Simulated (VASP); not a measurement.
Wanted: the native input for a VASP 6.6.1 run.

| Item | Value |
| --- | --- |
| Task | single point |
| Functional | PBEsol |
| Dispersion | D3(BJ) |
| Potentials or basis | VASP PAW PBE potentials, release 64 (C) |
| Cutoff | 520 eV |
| k mesh | 11 × 11 × 11 |
| Occupations | fermi-dirac, width 0.1 eV |
| Spin | no spin polarisation |
| Dipole correction | no |
| Further INCAR settings | ALGO = Normal; EDIFF = 1e-06; NBANDS = 16 |

The structure of C lies in POSCAR:

```
C
1.0
    1.2122824698      0.6999111937      8.1422045696
   -1.2122824698      0.6999111937      8.1422045696
    0.0000000000     -1.3998233705      8.1422045696
C
4
Direct
    0.9128270000      0.9128270000      0.9128270000
    0.2461500000      0.2461500000      0.2461500000
    0.7538500000      0.7538500000      0.7538500000
    0.0871730000      0.0871730000      0.0871730000
```

These files were run (other wordings do the same):

INCAR

```
PREC = Accurate
ENCUT = 520
EDIFF = 1E-6
ISMEAR = -1
SIGMA = 0.1
LREAL = False
LASPH = True
NELM = 60
ALGO = Normal
ISIF = 2
LWAVE = False
LCHARG = False
GGA = PS
IVDW = 12
NBANDS = 16
```

KPOINTS

```
Automatic mesh
0
Gamma
  11 11 11
```

Potentials or basis: VASP PAW PBE potentials, release 64 (C).

Command:

```console
$ cat potpaw_PBE.64/C/POTCAR > POTCAR
$ mpirun -np 1 vasp_std > vasp.out
```

Results of the run:

| Item | Value |
| --- | --- |
| Pressure | 10.7 GPa |
| Largest force | 0.009 eV/Å |
| Dispersion energy per atom | -0.089 eV |

Caveat: the cell stands under pressure; the PAW data sets were made with another functional, which shifts forces and pressure a little.

It took 13 min on 1 thread of Intel(R) Xeon(R) Platinum 8259CL CPU @ 2.50GHz (Skylake/Cascade Lake), on a shared host, peak memory 0.54 GiB.
